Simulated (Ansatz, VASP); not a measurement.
# MnO2: VASP beside Ansatz

```
CELL_PARAMETERS angstrom
0.00000 4.01999 4.01999
4.01999 0.00000 4.01999
4.01999 4.01999 0.00000
ATOMIC_POSITIONS crystal
Mn 0.12500 0.12500 0.12500
Mn 0.12500 0.12500 0.62500
Mn 0.62500 0.12500 0.12500
Mn 0.12500 0.62500 0.12500
O 0.36095 0.36095 0.36095
O 0.36095 0.36095 0.91714
O 0.91714 0.36095 0.36095
O 0.36095 0.91714 0.36095
O 0.88905 0.88905 0.33286
O 0.88905 0.88905 0.88905
O 0.88905 0.33286 0.88905
O 0.33286 0.88905 0.88905
```

Alike in both runs: task single point; functional PBEsol; k mesh 5 × 5 × 5; occupations fermi-dirac, width 0.05 eV; collinear spin; fixed moment 20 μB.

|  | VASP | Ansatz |
| --- | --- | --- |
| version | VASP 6.6.1 | Ansatz 0.2.0 |
| potentials or method | VASP PAW PBE potentials, release 64 (Mn_pv, O) | Ansatz PAW |
| plane-wave cutoff (eV) | 520 | 420 |
| valence electrons in the cell | 100 | 108 |

Ansatz gave:

- rms of the force components (eV/Å): 0.553
- net moment per atom (μB): 1.67
- size of the moment on the site where the two differ most (μB): 3.13

Estimate VASP's values.

rms of the force components (eV/Å): 0.594; net moment per atom (μB): 1.67; size of the moment on the site where the two differ most (μB): 3.56.

VASP's potentials were made for PBE, not for PBEsol. Site moments also hang on the region over which each program counts them. Atom by atom the forces differ by 0.042 eV/Å (rms over components). VASP's potentials hold 100 valence electrons a cell and Ansatz's 108, so a difference there can come from the potentials and not from the codes.
